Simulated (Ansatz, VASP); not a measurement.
**Two plane-wave programs on SiNi**

```xyz
8
Lattice="5.0907 0.0000 0.0000 0.0000 3.3038 0.0000 0.0000 0.0000 5.4788" Properties=species:S:1:pos:R:3 pbc="T T T"
Si    1.6278    2.4778    0.4686
Si    0.9176    0.8259    3.2080
Si    4.1731    2.4778    2.2708
Si    3.4629    0.8259    5.0102
Ni    0.0452    0.8259    1.0265
Ni    2.5002    2.4778    3.7659
Ni    2.5905    0.8259    1.7130
Ni    5.0455    2.4778    4.4524
```

Alike in both runs: functional LDA; k mesh 6 × 9 × 6; occupations gaussian, width 0.05 eV; no spin polarisation.

Ansatz relaxed the structure, and its values are those at the end. VASP's run is a single point on that final structure, the one shown.

```csv
,VASP,Ansatz
version,VASP 6.6.1,Ansatz 0.2.0
potentials or method,"VASP PAW LDA potentials, release 64 (Si, Ni)","scalar-relativistic, plane waves, PAW"
plane-wave cutoff (eV),520,420
valence electrons in the cell,56,88
```

Ansatz gave:

| Quantity | Value |
| --- | --- |
| pressure (GPa) | 0.0 |
| rms of the force components (eV/Å) | 0.000 |

Problem. What did VASP give for the same quantities?

Solution. Pressure (GPa): 0.3; rms of the force components (eV/Å): 0.007.

LDA's correlation is that of Perdew and Zunger in VASP and of Perdew and Wang (1992) in Ansatz. VASP's potentials hold 56 valence electrons a cell and Ansatz's 88, so a difference there can come from the potentials and not from the codes.
